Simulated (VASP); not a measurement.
# MgO: single point with LDA

MgO:

```
Mg O
1.0
     3.24026    0.00000    0.00000
    -1.62013    2.80615    0.00000
     0.00000    0.00000    4.88116
Mg O
2 2
Direct
  0.66667 0.33333 0.50216
  0.33333 0.66667 0.00216
  0.66667 0.33333 0.90244
  0.33333 0.66667 0.40244
```

This cell differs from its parent crystal: volume scaled by 0.94.

```json
{
 "Program": "VASP 6.6.1",
 "Task": "single point",
 "Functional": "LDA",
 "Potentials or basis": "VASP PAW LDA potentials, release 64 (Mg, O)",
 "Cutoff": "520 eV",
 "k mesh": "9 × 9 × 6",
 "Occupations": "fermi-dirac, width 0.05 eV",
 "Spin": "no spin polarisation",
 "Dipole correction": "no",
 "Further INCAR settings": "ALGO = Normal; EDIFF = 1e-06; NBANDS = 16"
}
```

The pressure is 2.7 GPa and the largest force is 0.020 eV/Å. The band gap on the k mesh is 3.71 eV, direct.

Forces in eV/Å, atoms in the order of the input:
```
Mg   0.000  0.000 -0.020
Mg   0.000  0.000 -0.020
O    0.000  0.000  0.020
O    0.000  0.000  0.020
```

Stress tensor (GPa, compression positive):
```
2.97 0.00 0.00
0.00 2.97 0.00
0.00 0.00 2.26
```

Levels at points of the mesh, in eV from the valence-band top:
| k point | band 6 | band 7 | band 8 | band 9 | band 10 | band 11 |
| --- | --- | --- | --- | --- | --- | --- |
| (0.00, 0.00, 0.00) | -0.48 | -0.48 | 0.00 | 3.71 | 8.78 | 10.65 |
| (0.00, 0.00, 0.50) | -0.66 | -0.66 | -0.66 | 6.26 | 6.26 | 13.50 |

Wall time 24 s on 1 thread of Intel Xeon 8259CL, on a shared host, peak memory 0.16 GiB.

 A k mesh can miss the band edges.
